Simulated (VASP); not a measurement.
# HfO2 (Fm-3m) in VASP: further runs

Aim: see how the results for HfO2 move with the level of theory and the settings. Levels: PBE+D3(BJ), PBEsol+D3(BJ). Tasks: single point, relaxation of cell and atoms.

Everything below comes from runs of VASP 6.6.1. Logs are shortened: lines on timing, memory, paths and dates and some standing lists are left out, and cuts for length are marked.

**1. The cell of the first run**

The structure is cubic, space group Fm-3m (No. 225). Conventional cell: a = 5.073 Å, b = 5.073 Å, c = 5.073 Å, α = 90.00°, β = 90.00°, γ = 90.00°. Hf (site symmetry m-3m) has 8 O at 2.20 Å within 2.9 Å. Within 2.9 Å of O (site symmetry -43m) lie 4 Hf at 2.20 Å and 6 O at 2.54 Å.

**2. Single point, PBE+D3(BJ)**

Input file INCAR:

```
SYSTEM = HfO2
PREC = Accurate
ENCUT = 520
EDIFF = 1E-7
ISMEAR = 0
SIGMA = 0.02
LREAL = .FALSE.
LASPH = .TRUE.
NELM = 80
ALGO = Normal
ISIF = 2
LWAVE = .FALSE.
LCHARG = .TRUE.
GGA = PE
IVDW = 12
LELF = .TRUE.
LVHAR = .TRUE.
NBANDS = 18
```

Input file KPOINTS:

```
Automatic mesh
0
G
  8 8 8
  0 0 0
```

Input file POSCAR:

```
HfO2
1.0
    0.0000000000      2.5364421926      2.5364421926
    2.5364421926      0.0000000000      2.5364421926
    2.5364421926      2.5364421926      0.0000000000
Hf O
1 2
Direct
    0.0000000000      0.0000000000      0.0000000000
    0.2500000000      0.2500000000      0.2500000000
    0.7500000000      0.7500000000      0.7500000000
```

Potentials or basis: VASP PAW PBE potentials, release 64 (Hf_pv, O).

The run is started by

```bash
> cat potpaw_PBE.64/Hf_pv/POTCAR potpaw_PBE.64/O/POTCAR > POTCAR
> mpirun -np 1 vasp_std > vasp.out
```

OUTCAR:

```text
SYSTEM = HfO2
   PREC = Accurate
   ENCUT = 520
   EDIFF = 1E-7
   ISMEAR = 0
   LREAL = .FALSE.
   LASPH = .TRUE.
   NELM = 80
   ISIF = 2
   GGA = PE
   IVDW = 12
 IVDW          = 12

 ion  position               nearest neighbor table
   1  0.000  0.000  0.000-   3 2.20   3 2.20   3 2.20   2 2.20   3 2.20   2 2.20   2 2.20   2 2.20

   2  0.250  0.250  0.250-   1 2.20   1 2.20   1 2.20   1 2.20
   3  0.750  0.750  0.750-   1 2.20   1 2.20   1 2.20   1 2.20

  LATTYP: Found a face centered cubic cell.
 ALAT       =     5.0728843852

  Lattice vectors:

 A1 = (   0.0000000000,   2.5364421926,   2.5364421926)
 A2 = (   2.5364421926,   0.0000000000,   2.5364421926)
 A3 = (   2.5364421926,   2.5364421926,   0.0000000000)

Analysis of symmetry for initial positions (statically):
=====================================================================
 Subroutine PRICEL returns:
 Original cell was already a primitive cell.

 Routine SETGRP: Setting up the symmetry group for a
 face centered cubic supercell.

 Subroutine GETGRP returns: Found 48 space group operations
 (whereof 48 operations were pure point group operations)
 out of a pool of 48 trial point group operations.

The static configuration has the point symmetry O_h .

Analysis of symmetry for dynamics (positions and initial velocities):
=====================================================================
 Subroutine PRICEL returns:
 Original cell was already a primitive cell.

 Routine SETGRP: Setting up the symmetry group for a
 face centered cubic supercell.

 Subroutine GETGRP returns: Found 48 space group operations
 (whereof 48 operations were pure point group operations)
 out of a pool of 48 trial point group operations.

The dynamic configuration has the point symmetry O_h .

 Subroutine INISYM returns: Found 48 space group operations
 (whereof 48 operations are pure point group operations),
 and found     1 'primitive' translations

----------------------------------------------------------------------------------------

                                     Primitive cell

  volume of cell :      32.6366

  direct lattice vectors                    reciprocal lattice vectors
     0.000000000  2.536442193  2.536442193    -0.197126511  0.197126511  0.197126511
     2.536442193  0.000000000  2.536442193     0.197126511 -0.197126511  0.197126511
     2.536442193  2.536442193  0.000000000     0.197126511  0.197126511 -0.197126511

  length of vectors
     3.587070949  3.587070949  3.587070949     0.341433133  0.341433133  0.341433133

  position of ions in fractional coordinates (direct lattice)
     0.000000000  0.000000000  0.000000000
     0.250000000  0.250000000  0.250000000
     0.750000000  0.750000000  0.750000000

  ion indices of the primitive-cell ions
   primitive index   ion index
                 1           1
                 2           2
                 3           3

----------------------------------------------------------------------------------------

 KPOINTS: Automatic mesh

Automatic generation of k-mesh.
 Grid dimensions read from file:
 generate k-points for:    8    8    8

 Generating k-lattice:

  Cartesian coordinates                     Fractional coordinates (reciprocal lattice)
    -0.024640814  0.024640814  0.024640814     0.125000000  0.000000000  0.000000000
     0.024640814 -0.024640814  0.024640814     0.000000000  0.125000000  0.000000000
     0.024640814  0.024640814 -0.024640814     0.000000000  0.000000000  0.125000000

  Length of vectors
     0.042679142  0.042679142  0.042679142

  Shift w.r.t. Gamma in fractional coordinates (k-lattice)
     0.000000000  0.000000000  0.000000000

 Subroutine IBZKPT returns following result:
 ===========================================

 Found     29 irreducible k-points:

 Following reciprocal coordinates:
            Coordinates               Weight
  0.000000  0.000000  0.000000      1.000000
  0.125000  0.000000  0.000000      8.000000
  0.250000  0.000000  0.000000      8.000000
  0.375000  0.000000  0.000000      8.000000
  0.500000  0.000000  0.000000      4.000000
  0.125000  0.125000  0.000000      6.000000
[... 16 lines left out ...]
  0.500000  0.250000  0.125000     48.000000
 -0.375000  0.250000  0.125000     24.000000
 [... further k-points ...]
   k-points           NKPTS =     29   k-points in BZ     NKDIM =     29   number of bands    NBANDS=     18
   number of dos      NEDOS =    301   number of ions     NIONS =      3
   total plane-waves  NPLWV =  21952
   dimension x,y,z NGX =    28 NGY =   28 NGZ =   28
   dimension x,y,z NGXF=    56 NGYF=   56 NGZF=   56
   ions per type =               1   2
   NGX,Y,Z   is equivalent  to a cutoff of  12.98, 12.98, 12.98 a.u.
   NGXF,Y,Z  is equivalent  to a cutoff of  25.95, 25.95, 25.95 a.u.
 SYSTEM =  HfO2
   PREC   = accura    normal or accurate (medium, high low for compatibility)
   ISTART =      0    job   : 0-new  1-cont  2-samecut
   ICHARG =      2    charge: 1-file 2-atom 10-const
   ISPIN  =      1    spin polarized calculation?
   LNONCOLLINEAR =      F non collinear calculations
   LSORBIT =      F    spin-orbit coupling
   LASPH  =      T    aspherical Exc in radial PAW
   ENCUT  =  520.0 eV  38.22 Ry    6.18 a.u.   6.67  6.67  6.67*2*pi/ulx,y,z
   NELM   =     80;   NELMIN=  2; NELMDL= -5     # of ELM steps
   EDIFF  = 0.1E-06   stopping-criterion for ELM
   LREAL  =      F    real-space projection
   EDIFFG = 0.1E-05   stopping-criterion for IOM
   NSW    =      0    number of steps for IOM
   IBRION =     -1    ionic relax: 0-MD 1-quasi-New 2-CG
   NFREE  =      0    steps in history (QN), initial steepest desc. (CG)
   ISIF   =      2    stress and relaxation
   ISYM   =      2    0-nonsym 1-usesym 2-fastsym
   POTIM  = 0.5000    time-step for ionic-motion
   TEBEG  =    0.0;   TEEND  =   0.0 temperature during run
   PSTRESS=    0.0 pullay stress
   NELECT =      22.0000    total number of electrons
   NUPDOWN=      -1.0000    fix difference up-down
   EMIN   =  10.00;   EMAX   =-10.00  energy-range for DOS
   EFERMI =   0.00;   METHOD = LEGACY
   ISMEAR =     0;   SIGMA  =   0.02  broadening in eV -4-tet -1-fermi 0-gaus
   EFERMI_NEDOS =   21; number of points for ismear=-14 and -15
   IALGO  =     38    algorithm
   IMIX   =      4    mixing-type and parameters
     AMIX     =   0.40;   BMIX     =  1.00
     AMIX_MAG =   1.60;   BMIX_MAG =  1.00
  volume/ion in A,a.u.               =      10.88        73.41
  Fermi-wavevector in a.u.,A,eV,Ry     =   1.435426  2.712561 28.034088  2.060447
  Thomas-Fermi vector in A             =   2.554726
   LORBIT       =      0    0 simple, 1 ext, 2 COOP (PROOUT), +10 PAW based schemes
   GGA     = PE    functional components
   LHFCALC =     F    Hartree Fock is set to
   AEXX    =    0.0000 exact exchange contribution
   IVDW    =    12    specifies the selected vdW correction
   LEPSILON=     F    determine dielectric tensor
   LRPA    =     F    only Hartree local field effects (RPA)
 non-spin polarized calculation
 Gauss-broadening in eV      SIGMA  =   0.02
  energy-cutoff  :      520.00
  volume of cell :       32.64
 maximum number of plane-waves:       893
   NGX = 13   NGY = 13   NGZ = 13

 number of electron      21.9999991 magnetization

 Free energy of the ion-electron system (eV)
  ---------------------------------------------------
  ext. energy  EPLUGINS =         0.00000000
  ---------------------------------------------------
  free energy    TOTEN  =       -30.24827898 eV

  energy without entropy =      -30.24827898  energy(sigma->0) =      -30.24827898

 E-fermi :   4.4318     XC(G=0): -11.8294

 val. band max:        4.2645947481   @ k =   0.5000   0.5000   0.0000
 cond. band min:       8.0616415882   @ k =   0.5000   0.5000   0.0000
 fundamental gap:      3.7970468401
 Fermi energy:         4.4318247180

 k-point     1 :       0.0000    0.0000    0.0000
  band No.  band energies     occupation
      1     -25.4304      2.00000
      2     -25.4304      2.00000
      3     -25.4304      2.00000
      4     -14.4572      2.00000
      5     -11.4324      2.00000
      6      -1.0673      2.00000
[... 10 lines left out ...]
     17      14.6653      0.00000
     18      17.7454      0.00000

 k-point     2 :       0.1250    0.0000    0.0000
  band No.  band energies     occupation
      1     -25.4972      2.00000
      2     -25.4376      2.00000
      3     -25.4376      2.00000
      4     -14.2498      2.00000
      5     -11.6014      2.00000
      6      -0.9172      2.00000
[... 10 lines left out ...]
     17      14.4014      0.00000
     18      17.7150      0.00000

 k-point     3 :       0.2500    0.0000    0.0000
  band No.  band energies     occupation
      1     -25.6525      2.00000
      2     -25.4551      2.00000
      3     -25.4551      2.00000
      4     -13.7588      2.00000
      5     -11.9426      2.00000
      6      -0.5458      2.00000
[... 10 lines left out ...]
     17      13.9266      0.00000
     18      16.9143      0.00000

 k-point     4 :       0.3750    0.0000    0.0000
  band No.  band energies     occupation
      1     -25.7998      2.00000
      2     -25.4725      2.00000
      3     -25.4725      2.00000
      4     -13.3375      2.00000
      5     -12.1385      2.00000
      6      -0.1760      2.00000
[... 10 lines left out ...]
     17      13.8045      0.00000
     18      16.4402      0.00000

 k-point     5 :       0.5000    0.0000    0.0000
  band No.  band energies     occupation
      1     -25.8588      2.00000
      2     -25.4797      2.00000
      3     -25.4797      2.00000
      4     -13.2259      2.00000
      5     -12.1352      2.00000
      6      -0.0323      2.00000
[... 10 lines left out ...]
     17      13.6272      0.00000
     18      16.7903      0.00000

 k-point     6 :       0.1250    0.1250    0.0000
  band No.  band energies     occupation
      1     -25.5028      2.00000
      2     -25.4483      2.00000
      3     -25.4483      2.00000
      4     -14.1769      2.00000
      5     -11.6583      2.00000
      6      -0.8976      2.00000
[... 10 lines left out ...]
     17      14.3304      0.00000
     18      17.6750      0.00000

 k-point     7 :       0.2500    0.1250    0.0000
  band No.  band energies     occupation
      1     -25.6175      2.00000
      2     -25.4683      2.00000
      3     -25.4673      2.00000
      4     -13.7655      2.00000
      5     -11.9456      2.00000
      6      -0.6186      2.00000
[... 10 lines left out ...]
     17      14.0020      0.00000
     18      17.4013      0.00000

 k-point     8 :       0.3750    0.1250    0.0000
  band No.  band energies     occupation
      1     -25.7548      2.00000
      2     -25.4967      2.00000
      3     -25.4857      2.00000
      4     -13.2918      2.00000
      5     -12.1950      2.00000
      6      -0.2978      2.00000
[... 10 lines left out ...]
     17      14.3159      0.00000
     18      16.8399      0.00000
[... 229 lines left out ...]
     17      16.3606      0.00000
     18      17.7202      0.00000

 k-point    20 :      -0.3750    0.3750    0.0000
  band No.  band energies     occupation
      1     -25.7938      2.00000
      2     -25.6577      2.00000
      3     -25.5288      2.00000
      4     -12.6548      2.00000
      5     -12.3880      2.00000
      6      -1.5360      2.00000
[... 10 lines left out ...]
     17      16.8999      0.00000
     18      17.6798      0.00000

 k-point    21 :       0.5000    0.5000    0.0000
  band No.  band energies     occupation
      1     -25.8836      2.00000
      2     -25.5523      2.00000
      3     -25.5523      2.00000
      4     -12.7130      2.00000
      5     -12.3042      2.00000
      6      -2.1921      2.00000
[... 10 lines left out ...]
     17      17.4774      0.00000
     18      17.6847      0.00000

 k-point    22 :       0.3750    0.2500    0.1250
  band No.  band energies     occupation
      1     -25.6996      2.00000
      2     -25.5259      2.00000
      3     -25.4775      2.00000
      4     -13.3375      2.00000
      5     -12.1973      2.00000
      6      -0.5471      2.00000
[... 10 lines left out ...]
     17      14.1114      0.00000
     18      17.4557      0.00000

 k-point    23 :       0.5000    0.2500    0.1250
  band No.  band energies     occupation
      1     -25.7719      2.00000
      2     -25.5808      2.00000
      3     -25.4973      2.00000
      4     -12.9545      2.00000
      5     -12.3501      2.00000
      6      -0.5502      2.00000
[... 10 lines left out ...]
     17      15.0296      0.00000
     18      17.3093      0.00000

 k-point    24 :      -0.3750    0.2500    0.1250
  band No.  band energies     occupation
      1     -25.8002      2.00000
      2     -25.6027      2.00000
      3     -25.5071      2.00000
      4     -12.8704      2.00000
      5     -12.3223      2.00000
      6      -0.5535      2.00000
[... 10 lines left out ...]
     17      15.2440      0.00000
     18      17.3035      0.00000

 [... further k-points ...]

------------------------ aborting loop because EDIFF is reached ----------------------------------------

 Edisp (eV)   -0.71734

 E8    (eV) :    -0.3133

  FORCE on cell =-STRESS in cart. coord.  units (eV):
  Direction    XX          YY          ZZ          XY          YZ          ZX
  --------------------------------------------------------------------------------------
  -------------------------------------------------------------------------------------
  Total      -0.76993    -0.76993    -0.76993     0.00000     0.00000     0.00000
  in kB     -37.79696   -37.79696   -37.79696     0.00000     0.00000     0.00000
  external pressure =      -37.80 kB  Pullay stress =        0.00 kB

 VOLUME and BASIS-vectors are now :
 -----------------------------------------------------------------------------
  energy-cutoff  :      520.00
  volume of cell :       32.64
      direct lattice vectors                 reciprocal lattice vectors
     0.000000000  2.536442193  2.536442193    -0.197126511  0.197126511  0.197126511
     2.536442193  0.000000000  2.536442193     0.197126511 -0.197126511  0.197126511
     2.536442193  2.536442193  0.000000000     0.197126511  0.197126511 -0.197126511

 POSITION                                       TOTAL-FORCE (eV/Angst)
 -----------------------------------------------------------------------------------
      0.00000      0.00000      0.00000        -0.000000      0.000000     -0.000000
      1.26822      1.26822      1.26822         0.000000      0.000000      0.000000
      3.80466      3.80466      3.80466         0.000000     -0.000000     -0.000000
 -----------------------------------------------------------------------------------
    total drift:                                0.000000      0.000000      0.000000

  FREE ENERGIE OF THE ION-ELECTRON SYSTEM (eV)
  ---------------------------------------------------
  free  energy   TOTEN  =       -30.9656197177 eV

  energy  without entropy=      -30.9656197177  energy(sigma->0) =      -30.96561972
```

Run time: 20 s. Hardware: 1 thread of AMD EPYC 7R43 (Zen 3), shared host; peak memory 0.14 GiB.

Results:

| Item | Value |
| --- | --- |
| Free energy | -30.9656 eV |
| Pressure | -3.8 GPa |
| Band gap on the k mesh | 3.80 eV, direct |
| Dispersion energy per atom | -0.239 eV |

Caveat: spin-orbit coupling is left out, which moves the levels of the heavy elements.

**3. Single point, PBE+D3(BJ)**

INCAR is that of step 2.

KPOINTS is that of step 2.

Input file POSCAR:

```
HfO2
1.0
    0.0000000000      2.5364421927      2.5364421927
    2.5364421927      0.0000000000      2.5364421927
    2.5364421927      2.5364421927      0.0000000000
Hf O
1 2
Direct
    0.0000000000      0.0000000000      0.0000000000
    0.2500000000      0.2500000000      0.2500000000
    0.7500000000      0.7500000000      0.7500000000
```

Potentials or basis: VASP PAW PBE potentials, release 64 (Hf_pv, O).

The run is started by

```bash
> cat potpaw_PBE.64/Hf_pv/POTCAR potpaw_PBE.64/O/POTCAR > POTCAR
> mpirun -np 1 vasp_std > vasp.out
```

Wall time 20 s (1 thread of AMD EPYC 7R43 (Zen 3), shared host); peak memory 0.14 GiB.

It converged, with:

| Item | Value |
| --- | --- |
| Free energy | -30.9656 eV |
| Pressure | -3.8 GPa |
| Band gap on the k mesh | 3.80 eV, direct |
| Dispersion energy per atom | -0.239 eV |

Levels at points of the mesh, in eV from the valence-band top:
```tsv
k point	band 8	band 9	band 10	band 11	band 12	band 13	band 14	band 15
(0.00, 0.00, 0.00)	-5.33	-0.61	-0.61	-0.61	3.88	3.88	5.82	10.40
(0.50, 0.00, 0.00)	-3.04	-2.72	-1.83	-1.83	4.60	4.60	6.97	9.06
(0.50, 0.50, 0.00)	-3.46	-1.52	-1.52	0.00	3.80	5.49	6.62	8.15
```

Caveat: spin-orbit coupling is left out, which moves the levels of the heavy elements. A k mesh can miss the band edges.

[end of part 1 of 2]
